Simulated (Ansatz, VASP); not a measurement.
## Ga: VASP beside Ansatz

Contents of INCAR:

```
SYSTEM = Ga
PREC = Accurate
ENCUT = 520
EDIFF = 1E-6
ISMEAR = -1
SIGMA = 0.1
LREAL = .False.
LASPH = .True.
NELM = 80
ALGO = Normal
ISIF = 2
LWAVE = .False.
LCHARG = .False.
GGA = PS
NBANDS = 12
```

File KPOINTS:

```
Automatic mesh
0
Gamma
  17 17 17
  0 0 0
```

Contents of POSCAR:

```
Ga
1.0
   -1.3946400000      1.3946400000      2.2290000000
    1.3946400000     -1.3946400000      2.2290000000
    1.3946400000      1.3946400000     -2.2290000000
Ga
1
Direct
    0.0000000000      0.0000000000      0.0000000000
```

Input for Ansatz:

```yaml
crystal:
  lattice:
    - [-1.3946399999999999, 1.3946399999999999, 2.229]
    - [1.3946399999999999, -1.3946399999999999, 2.229]
    - [1.3946399999999999, 1.3946399999999999, -2.229]
  atoms:
    - { symbol: Ga, position: [0.0, 0.0, 0.0] }
basis:
  ecutwfc: 476.19925930478996
kpoints:
  mp_grid:
    grid: [17, 17, 17]
hamiltonian:
  xc: pbesol
  pseudopotentials:
    kind: paw
scf:
  convergence:
    dr2_threshold: 1.0e-09
  occupations:
    method: fermi_dirac
    width: 0.1
output:
  stress: true
```

Alike in both runs: task single point; functional PBEsol; k mesh 17 × 17 × 17; occupations fermi-dirac, width 0.1 eV; no spin polarisation.

|  | VASP | Ansatz |
| --- | --- | --- |
| version | VASP 6.6.1 | Ansatz 0.2.0 |
| potentials or method | VASP PAW PBE potentials, release 64 (Ga_d), cutoff 520 eV | plane waves, PAW |
| valence electrons in the cell | 13 | 13 |

|  | VASP | Ansatz | Ansatz less VASP |
| --- | --- | --- | --- |
| pressure (GPa) | 1.4 | 1.4 | -0.05 |
| traceless stress, the component that is largest in VASP (GPa) | -0.10 | -0.10 | +0.004 |

VASP's potentials were made for PBE, not for PBEsol. Ansatz's warnings: stress scf threshold loose.
